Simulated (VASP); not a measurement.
# Sr2TeO: single point with PBE

Sr2TeO:

```
CELL_PARAMETERS angstrom
4.06362 0.00000 0.00000
-2.03181 3.51920 0.00000
0.00000 0.00000 7.51602
ATOMIC_POSITIONS crystal
Sr 0.00000 0.00000 0.70692
Sr 0.00000 0.00000 0.29308
Te 0.33333 0.66667 0.00000
O 0.66667 0.33333 0.50000
```

- Program: VASP 6.6.1
- Task: single point
- Functional: PBE
- Potentials or basis: VASP PAW PBE potentials, release 64 (Sr_sv, Te, O)
- Cutoff: 520 eV
- k mesh: 12 × 12 × 4
- Occupations: gaussian, width 0.02 eV
- Spin: no spin polarisation
- Dipole correction: no
- Further INCAR settings: ALGO = Normal; EDIFF = 1e-07; NBANDS = 24

The pressure is 0.2 GPa, the largest force is 0.007 eV/Å and the band gap on the k mesh is 0.60 eV.

Forces in eV/Å, atoms in the order of the input:
```
Sr   0.000  0.000  0.007
Sr   0.000  0.000 -0.007
Te   0.000  0.000  0.000
O    0.000  0.000  0.000
```

Stress tensor (GPa, compression positive):
```
0.16 0.00 0.00
0.00 0.16 0.00
0.00 0.00 0.25
```

Levels at points of the mesh, in eV from the valence-band top:
| k point | band 13 | band 14 | band 15 | band 16 | band 17 | band 18 | band 19 | band 20 |
| --- | --- | --- | --- | --- | --- | --- | --- | --- |
| (0.00, 0.00, 0.00) | -2.47 | -1.72 | 0.00 | 0.00 | 0.60 | 2.32 | 3.41 | 3.41 |
| (0.50, 0.00, 0.00) | -2.63 | -2.51 | -2.12 | -0.87 | 1.34 | 2.45 | 3.73 | 4.11 |
| (0.00, 0.00, 0.50) | -2.43 | -2.43 | -0.14 | -0.14 | 2.33 | 2.74 | 2.96 | 3.76 |
| (0.50, 0.00, 0.50) | -2.47 | -2.40 | -2.24 | -0.91 | 1.83 | 2.23 | 3.27 | 4.20 |

Wall time 110 s on 1 thread of AMD EPYC 7R13 Processor (Zen 3) (shared host), peak memory 0.28 GiB.

Caveat: spin-orbit coupling is left out, which moves the levels of the heavy elements. A k mesh can miss the band edges.
